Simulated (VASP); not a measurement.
# BaO (Fm-3m) in VASP: notebook

Aim: see how the results for BaO move with the level of theory and the settings. Levels: PBE, HSE06. Tasks: single point.

Program: VASP 6.6.1. These are calculated values, not measurements. Logs are shortened: lines on timing, memory, paths and dates and some standing lists are left out, and cuts for length are marked.

## 1. The cell of the first run

The structure is cubic, space group Fm-3m (No. 225). The conventional cell has a = 5.544 Å, b = 5.544 Å, c = 5.544 Å, α = 90.00°, β = 90.00°, γ = 90.00°. Within 3.7 Å of Ba (site symmetry m-3m) lie 6 O at 2.77 Å. Within 3.7 Å of O (site symmetry m-3m) lie 6 Ba at 2.77 Å.

## 2. Single point, PBE

Contents of INCAR:

```
PREC = Accurate ; ENCUT = 600
EDIFF = 1E-6 ; ISMEAR = 0
SIGMA = 0.01 ; LREAL = False
LASPH = True ; NELM = 120
ALGO = Normal ; ISIF = 2
LWAVE = False ; LCHARG = True
GGA = PE ; LELF = True
LVHAR = True ; NBANDS = 15
GGA_COMPAT = False
```

Contents of KPOINTS:

```
Automatic mesh
0
Gamma
  6 6 6
```

Contents of POSCAR:

```
BaO
1.0
    0.0000000000      2.7719426840      2.7719426840
    2.7719426840      0.0000000000      2.7719426840
    2.7719426840      2.7719426840      0.0000000000
Ba O
1 1
Direct
    0.0000000000      0.0000000000      0.0000000000
    0.5000000000      0.5000000000      0.5000000000
```

Potentials or basis: VASP PAW PBE potentials, release 64 (Ba_sv, O).

Command:

```sh
cat potpaw_PBE.64/Ba_sv/POTCAR potpaw_PBE.64/O/POTCAR > POTCAR
mpirun -np 1 vasp_std > vasp.out
```

OUTCAR:

```text
PREC = Accurate
   ENCUT = 600
   EDIFF = 1E-6
   ISMEAR = 0
   LREAL = False
   LASPH = True
   NELM = 120
   ISIF = 2
   GGA = PE

 ion  position               nearest neighbor table
   1  0.000  0.000  0.000-   2 2.77   2 2.77   2 2.77   2 2.77   2 2.77   2 2.77
   2  0.500  0.500  0.500-   1 2.77   1 2.77   1 2.77   1 2.77   1 2.77   1 2.77

  LATTYP: Found a face centered cubic cell.
 ALAT       =     5.5438853680

  Lattice vectors:

 A1 = (   0.0000000000,   2.7719426840,   2.7719426840)
 A2 = (   2.7719426840,   0.0000000000,   2.7719426840)
 A3 = (   2.7719426840,   2.7719426840,   0.0000000000)

Analysis of symmetry for initial positions (statically):
=====================================================================
 Subroutine PRICEL returns:
 Original cell was already a primitive cell.

 Routine SETGRP: Setting up the symmetry group for a
 face centered cubic supercell.

 Subroutine GETGRP returns: Found 48 space group operations
 (whereof 48 operations were pure point group operations)
 out of a pool of 48 trial point group operations.

The static configuration has the point symmetry O_h .

Analysis of symmetry for dynamics (positions and initial velocities):
=====================================================================
 Subroutine PRICEL returns:
 Original cell was already a primitive cell.

 Routine SETGRP: Setting up the symmetry group for a
 face centered cubic supercell.

 Subroutine GETGRP returns: Found 48 space group operations
 (whereof 48 operations were pure point group operations)
 out of a pool of 48 trial point group operations.

The dynamic configuration has the point symmetry O_h .

 Subroutine INISYM returns: Found 48 space group operations
 (whereof 48 operations are pure point group operations),
 and found     1 'primitive' translations

----------------------------------------------------------------------------------------

                                     Primitive cell

  volume of cell :      42.5974

  direct lattice vectors                    reciprocal lattice vectors
     0.000000000  2.771942684  2.771942684    -0.180378910  0.180378910  0.180378910
     2.771942684  0.000000000  2.771942684     0.180378910 -0.180378910  0.180378910
     2.771942684  2.771942684  0.000000000     0.180378910  0.180378910 -0.180378910

  length of vectors
     3.920118938  3.920118938  3.920118938     0.312425437  0.312425437  0.312425437

  position of ions in fractional coordinates (direct lattice)
     0.000000000  0.000000000  0.000000000
     0.500000000  0.500000000  0.500000000

  ion indices of the primitive-cell ions
   primitive index   ion index
                 1           1
                 2           2

----------------------------------------------------------------------------------------

 KPOINTS: Automatic mesh

Automatic generation of k-mesh.
 Grid dimensions read from file:
 generate k-points for:    6    6    6

 Generating k-lattice:

  Cartesian coordinates                     Fractional coordinates (reciprocal lattice)
    -0.030063152  0.030063152  0.030063152     0.166666667  0.000000000  0.000000000
     0.030063152 -0.030063152  0.030063152     0.000000000  0.166666667  0.000000000
     0.030063152  0.030063152 -0.030063152     0.000000000  0.000000000  0.166666667

  Length of vectors
     0.052070906  0.052070906  0.052070906

  Shift w.r.t. Gamma in fractional coordinates (k-lattice)
     0.000000000  0.000000000  0.000000000

 Subroutine IBZKPT returns following result:
 ===========================================

 Found     16 irreducible k-points:

 Following reciprocal coordinates:
            Coordinates               Weight
  0.000000  0.000000  0.000000      1.000000
  0.166667  0.000000  0.000000      8.000000
  0.333333  0.000000  0.000000      8.000000
  0.500000  0.000000  0.000000      4.000000
  0.166667  0.166667  0.000000      6.000000
  0.333333  0.166667  0.000000     24.000000
[... 8 lines left out ...]
 -0.333333  0.333333  0.166667     24.000000
 -0.333333  0.500000  0.166667     12.000000
   k-points           NKPTS =     16   k-points in BZ     NKDIM =     16   number of bands    NBANDS=     15
   number of dos      NEDOS =    301   number of ions     NIONS =      2
   total plane-waves  NPLWV =  32768
   dimension x,y,z NGX =    32 NGY =   32 NGZ =   32
   dimension x,y,z NGXF=    64 NGYF=   64 NGZF=   64
   ions per type =               1   1
   NGX,Y,Z   is equivalent  to a cutoff of  13.57, 13.57, 13.57 a.u.
   NGXF,Y,Z  is equivalent  to a cutoff of  27.14, 27.14, 27.14 a.u.
 SYSTEM =  unknown system
   PREC   = accura    normal or accurate (medium, high low for compatibility)
   ISTART =      0    job   : 0-new  1-cont  2-samecut
   ICHARG =      2    charge: 1-file 2-atom 10-const
   ISPIN  =      1    spin polarized calculation?
   LNONCOLLINEAR =      F non collinear calculations
   LSORBIT =      F    spin-orbit coupling
   LASPH  =      T    aspherical Exc in radial PAW
   ENCUT  =  600.0 eV  44.10 Ry    6.64 a.u.   7.83  7.83  7.83*2*pi/ulx,y,z
   NELM   =    120;   NELMIN=  2; NELMDL= -5     # of ELM steps
   EDIFF  = 0.1E-05   stopping-criterion for ELM
   LREAL  =      F    real-space projection
   EDIFFG = 0.1E-04   stopping-criterion for IOM
   NSW    =      0    number of steps for IOM
   IBRION =     -1    ionic relax: 0-MD 1-quasi-New 2-CG
   NFREE  =      0    steps in history (QN), initial steepest desc. (CG)
   ISIF   =      2    stress and relaxation
   ISYM   =      2    0-nonsym 1-usesym 2-fastsym
   POTIM  = 0.5000    time-step for ionic-motion
   TEBEG  =    0.0;   TEEND  =   0.0 temperature during run
   PSTRESS=    0.0 pullay stress
   NELECT =      16.0000    total number of electrons
   NUPDOWN=      -1.0000    fix difference up-down
   EMIN   =  10.00;   EMAX   =-10.00  energy-range for DOS
   EFERMI =   0.00;   METHOD = LEGACY
   ISMEAR =     0;   SIGMA  =   0.01  broadening in eV -4-tet -1-fermi 0-gaus
   EFERMI_NEDOS =   21; number of points for ismear=-14 and -15
   IALGO  =     38    algorithm
   IMIX   =      4    mixing-type and parameters
     AMIX     =   0.40;   BMIX     =  1.00
     AMIX_MAG =   1.60;   BMIX_MAG =  1.00
  volume/ion in A,a.u.               =      21.30       143.73
  Fermi-wavevector in a.u.,A,eV,Ry     =   1.181192  2.232130 18.983054  1.395215
  Thomas-Fermi vector in A             =   2.317470
   LORBIT       =      0    0 simple, 1 ext, 2 COOP (PROOUT), +10 PAW based schemes
   GGA     = PE    functional components
   LHFCALC =     F    Hartree Fock is set to
   AEXX    =    0.0000 exact exchange contribution
   IVDW    =     0    specifies the selected vdW correction
   LEPSILON=     F    determine dielectric tensor
   LRPA    =     F    only Hartree local field effects (RPA)
 non-spin polarized calculation
 Gauss-broadening in eV      SIGMA  =   0.01
  energy-cutoff  :      600.00
  volume of cell :       42.60
 maximum number of plane-waves:      1435
   NGX = 15   NGY = 15   NGZ = 15

 number of electron      16.0000000 magnetization

 Free energy of the ion-electron system (eV)
  ---------------------------------------------------
  ext. energy  EPLUGINS =         0.00000000
  ---------------------------------------------------
  free energy    TOTEN  =       -11.79658077 eV

  energy without entropy =      -11.79658077  energy(sigma->0) =      -11.79658077

 E-fermi :   1.9803     XC(G=0):  -9.6074

 val. band max:        1.8577371105   @ k =   0.5000   0.5000   0.0000
 cond. band min:       3.8419254666   @ k =   0.5000   0.5000   0.0000
 fundamental gap:      1.9841883561
 Fermi energy:         1.9803274733

 k-point     1 :       0.0000    0.0000    0.0000
  band No.  band energies     occupation
      1     -24.0544      2.00000
      2     -13.1518      2.00000
      3      -8.5719      2.00000
      4      -8.5719      2.00000
      5      -8.5719      2.00000
      6       1.5225      2.00000
      7       1.5225      2.00000
      8       1.5225      2.00000
      9       5.3919      0.00000
     10       6.5421      0.00000
     11       6.5421      0.00000
     12       6.5421      0.00000
     13       8.8013      0.00000
     14       8.8013      0.00000
     15      11.8299      0.00000

 k-point     2 :       0.1667    0.0000    0.0000
  band No.  band energies     occupation
      1     -23.9932      2.00000
      2     -13.3311      2.00000
      3      -8.6323      2.00000
      4      -8.6028      2.00000
      5      -8.6028      2.00000
      6       0.9844      2.00000
      7       1.1919      2.00000
      8       1.1919      2.00000
      9       6.2568      0.00000
     10       6.5973      0.00000
     11       7.0459      0.00000
     12       7.0459      0.00000
     13       9.4787      0.00000
     14       9.4787      0.00000
     15      13.4205      0.00000

 k-point     3 :       0.3333    0.0000    0.0000
  band No.  band energies     occupation
      1     -23.8662      2.00000
      2     -13.6912      2.00000
      3      -8.7402      2.00000
      4      -8.6625      2.00000
      5      -8.6625      2.00000
      6       0.1977      2.00000
      7       0.6351      2.00000
      8       0.6351      2.00000
      9       6.4845      0.00000
     10       8.2561      0.00000
     11       8.2561      0.00000
     12       8.7557      0.00000
     13      10.9969      0.00000
     14      10.9969      0.00000
     15      15.6490      0.00000
[... 199 lines left out ...]
 k-point    15 :      -0.3333    0.3333    0.1667
  band No.  band energies     occupation
      1     -23.7460      2.00000
      2     -13.6156      2.00000
      3      -9.4112      2.00000
      4      -9.4036      2.00000
      5      -8.6630      2.00000
      6       0.4434      2.00000
      7       1.2976      2.00000
      8       1.3207      2.00000
      9       6.6018      0.00000
     10       6.8490      0.00000
     11       9.1930      0.00000
     12      10.3885      0.00000
     13      11.7441      0.00000
     14      13.6847      0.00000
     15      14.3382      0.00000

 k-point    16 :      -0.3333    0.5000    0.1667
  band No.  band energies     occupation
      1     -23.7290      2.00000
      2     -13.4706      2.00000
      3      -9.8347      2.00000
      4      -9.3928      2.00000
      5      -8.7706      2.00000
      6       0.8094      2.00000
      7       1.6221      2.00000
      8       1.7405      2.00000
      9       5.1352      0.00000
     10       8.0443      0.00000
     11       8.5095      0.00000
     12      11.3613      0.00000
     13      11.5837      0.00000
     14      13.9114      0.00000
     15      14.1740      0.00000

------------------------ aborting loop because EDIFF is reached ----------------------------------------

  FORCE on cell =-STRESS in cart. coord.  units (eV):
  Direction    XX          YY          ZZ          XY          YZ          ZX
  --------------------------------------------------------------------------------------
  -------------------------------------------------------------------------------------
  Total        0.7367907      0.7367907      0.7367907     -0.0000000     -0.0000000      0.0000000
  in kB       27.7122633     27.7122633     27.7122633     -0.0000000     -0.0000000      0.0000000
  external PRESSURE =      27.7122633 kB  Pullay stress =       0.0000000 kB

 VOLUME and BASIS-vectors are now :
 -----------------------------------------------------------------------------
  energy-cutoff  :      600.00
  volume of cell :       42.60
      direct lattice vectors                 reciprocal lattice vectors
     0.000000000  2.771942684  2.771942684    -0.180378910  0.180378910  0.180378910
     2.771942684  0.000000000  2.771942684     0.180378910 -0.180378910  0.180378910
     2.771942684  2.771942684  0.000000000     0.180378910  0.180378910 -0.180378910

 POSITION                                       TOTAL-FORCE (eV/Angst)
 -----------------------------------------------------------------------------------
      0.00000      0.00000      0.00000         0.000000      0.000000      0.000000
      2.77194      2.77194      2.77194        -0.000000     -0.000000     -0.000000
 -----------------------------------------------------------------------------------
    total drift:                                0.000000     -0.000000      0.000000

  FREE ENERGIE OF THE ION-ELECTRON SYSTEM (eV)
  ---------------------------------------------------
  free  energy   TOTEN  =       -11.7965807662 eV

  energy  without entropy=      -11.7965807662  energy(sigma->0) =      -11.79658077
```

Run time: 17 s. Hardware: 1 thread of Intel Xeon 8259CL, shared host; peak memory 0.18 GiB.

What came out:

* Free energy: -11.7966 eV
* Pressure: 2.8 GPa
* Band gap on the k mesh: 1.98 eV

Caveat: spin-orbit coupling is left out, which moves the levels of the heavy elements. A k mesh can miss the band edges.

## 3. Single point, PBE

Contents of INCAR:

```
SYSTEM = BaO
PREC = Accurate ; ENCUT = 600
EDIFF = 1E-6 ; ISMEAR = 0
SIGMA = 0.01 ; LREAL = .FALSE.
LASPH = .TRUE. ; NELM = 120
ALGO = Normal ; ISIF = 2
LWAVE = .FALSE. ; LCHARG = .FALSE.
GGA = PE ; NBANDS = 15
GGA_COMPAT = .FALSE.
```

Contents of KPOINTS:

```
regular mesh
0
G
  6 6 6
  0 0 0
```

POSCAR is that of step 2.

Potentials or basis: VASP PAW PBE potentials, release 64 (Ba_sv, O).

Command:

```sh
cat potpaw_PBE.64/Ba_sv/POTCAR potpaw_PBE.64/O/POTCAR > POTCAR
mpirun -np 1 vasp_std > vasp.out
```

OUTCAR:

```text
SYSTEM = BaO
   PREC = Accurate
   ENCUT = 600
   EDIFF = 1E-6
   ISMEAR = 0
   LREAL = .FALSE.
   LASPH = .TRUE.
   NELM = 120
   ISIF = 2
   GGA = PE

 ion  position               nearest neighbor table
   1  0.000  0.000  0.000-   2 2.77   2 2.77   2 2.77   2 2.77   2 2.77   2 2.77
   2  0.500  0.500  0.500-   1 2.77   1 2.77   1 2.77   1 2.77   1 2.77   1 2.77

  LATTYP: Found a face centered cubic cell.
 ALAT       =     5.5438853680

  Lattice vectors:

 A1 = (   0.0000000000,   2.7719426840,   2.7719426840)
 A2 = (   2.7719426840,   0.0000000000,   2.7719426840)
 A3 = (   2.7719426840,   2.7719426840,   0.0000000000)

Analysis of symmetry for initial positions (statically):
=====================================================================
 Subroutine PRICEL returns:
 Original cell was already a primitive cell.

 Routine SETGRP: Setting up the symmetry group for a
 face centered cubic supercell.

 Subroutine GETGRP returns: Found 48 space group operations
 (whereof 48 operations were pure point group operations)
 out of a pool of 48 trial point group operations.

The static configuration has the point symmetry O_h .

Analysis of symmetry for dynamics (positions and initial velocities):
[... 168 lines left out ...]
     10       6.5421      0.00000
     11       6.5421      0.00000
     12       6.5421      0.00000
     13       8.8013      0.00000
     14       8.8013      0.00000
[... 257 lines left out ...]
      2     -13.4706      2.00000
      3      -9.8347      2.00000
      4      -9.3928      2.00000
      5      -8.7706      2.00000
      6       0.8094      2.00000
      7       1.6221      2.00000
      8       1.7405      2.00000
      9       5.1352      0.00000
     10       8.0443      0.00000
     11       8.5095      0.00000
     12      11.3613      0.00000
     13      11.5837      0.00000
     14      13.9114      0.00000
     15      14.1740      0.00000

------------------------ aborting loop because EDIFF is reached ----------------------------------------

  FORCE on cell =-STRESS in cart. coord.  units (eV):
  Direction    XX          YY          ZZ          XY          YZ          ZX
  --------------------------------------------------------------------------------------
  -------------------------------------------------------------------------------------
  Total        0.7367907      0.7367907      0.7367907     -0.0000000     -0.0000000      0.0000000
  in kB       27.7122633     27.7122633     27.7122633     -0.0000000     -0.0000000      0.0000000
  external PRESSURE =      27.7122633 kB  Pullay stress =       0.0000000 kB

 VOLUME and BASIS-vectors are now :
 -----------------------------------------------------------------------------
  energy-cutoff  :      600.00
  volume of cell :       42.60
      direct lattice vectors                 reciprocal lattice vectors
     0.000000000  2.771942684  2.771942684    -0.180378910  0.180378910  0.180378910
     2.771942684  0.000000000  2.771942684     0.180378910 -0.180378910  0.180378910
     2.771942684  2.771942684  0.000000000     0.180378910  0.180378910 -0.180378910

 POSITION                                       TOTAL-FORCE (eV/Angst)
 -----------------------------------------------------------------------------------
      0.00000      0.00000      0.00000         0.000000      0.000000      0.000000
      2.77194      2.77194      2.77194        -0.000000     -0.000000     -0.000000
 -----------------------------------------------------------------------------------
    total drift:                                0.000000     -0.000000      0.000000

  FREE ENERGIE OF THE ION-ELECTRON SYSTEM (eV)
  ---------------------------------------------------
  free  energy   TOTEN  =       -11.7965807662 eV

  energy  without entropy=      -11.7965807662  energy(sigma->0) =      -11.79658077
```

It took 16 s on 1 thread of Intel Xeon 8259CL, shared host; peak memory 0.18 GiB.

Results:

```yaml
Free_energy: -11.7966 eV
Pressure: 2.8 GPa
Band_gap_on_the_k_mesh: 1.98 eV
```

Caveat: spin-orbit coupling is left out, which moves the levels of the heavy elements. A k mesh can miss the band edges.

## 4. Single point, HSE06

POSCAR is that of step 3.

Contents of INCAR.step1:

```
SYSTEM = BaO
PREC     = Accurate       ! precision mode
ENCUT    = 520            ! plane-wave cutoff, eV
EDIFF    = 1E-5           ! SCF threshold, eV
ISMEAR   = 0              ! smearing method
SIGMA    = 0.01           ! smearing width, eV
LREAL    = .FALSE.        ! projectors in reciprocal space
LASPH    = .TRUE.         ! aspherical terms in the spheres
NELM     = 120            ! most SCF steps
ALGO     = Normal         ! electronic algorithm
ISIF     = 2              ! what is computed and relaxed
LWAVE    = .TRUE.         ! write WAVECAR
NBANDS   = 15             ! bands
GGA      = PE             ! functional
GGA_COMPAT= .FALSE.
```

Contents of INCAR.step2:

```
SYSTEM = BaO
PREC     = Accurate       ! precision mode
ENCUT    = 520            ! plane-wave cutoff, eV
EDIFF    = 1E-6           ! SCF threshold, eV
ISMEAR   = 0              ! smearing method
SIGMA    = 0.01           ! smearing width, eV
LREAL    = .FALSE.        ! projectors in reciprocal space
LASPH    = .TRUE.         ! aspherical terms in the spheres
NELM     = 120            ! most SCF steps
ALGO     = Normal         ! electronic algorithm
ISIF     = 2              ! what is computed and relaxed
LWAVE    = .FALSE.        ! write WAVECAR
LCHARG   = .TRUE.         ! write CHGCAR
GGA      = PE             ! functional
LHFCALC  = .TRUE.         ! exact exchange
HFSCREEN = 0.2079         ! screening, 1/A
PRECFOCK = Normal       
LELF     = .TRUE.         ! ELF
LVHAR    = .TRUE.       
NBANDS   = 15             ! bands
ISTART   = 1            
GGA_COMPAT= .FALSE.
```

Contents of KPOINTS:

```
Automatic mesh
0
G
  6 6 6
  0 0 0
```

Command:

```sh
cat potpaw_PBE.64/Ba_sv/POTCAR potpaw_PBE.64/O/POTCAR > POTCAR
cp INCAR.step1 INCAR
mpirun -np 1 vasp_std > vasp.out
cp INCAR.step2 INCAR
mpirun -np 1 vasp_std > vasp.out
```

Run time: 83 min. Hardware: 1 thread of Intel Xeon 8259CL, shared host; peak memory 0.29 GiB.

Results (log left out):

```yaml
Free_energy: -13.8603 eV
Pressure: 1.1 GPa
Band_gap_on_the_k_mesh: 3.26 eV
```

Levels at points of the mesh, in eV from the valence-band top:
```csv
k point,band 5,band 6,band 7,band 8,band 9,band 10,band 11,band 12
"(0.00, 0.00, 0.00)",-10.83,-0.39,-0.39,-0.39,4.86,6.11,6.11,6.11
"(0.50, 0.00, 0.00)",-10.94,-2.08,-1.58,-1.58,6.36,8.74,8.74,9.57
"(0.50, 0.50, 0.00)",-11.45,-0.18,-0.18,0.00,3.26,7.46,10.49,10.95
```

Caveat: the PAW data sets were made with another functional, which shifts forces and pressure a little; spin-orbit coupling is left out, which moves the levels of the heavy elements. A k mesh can miss the band edges.
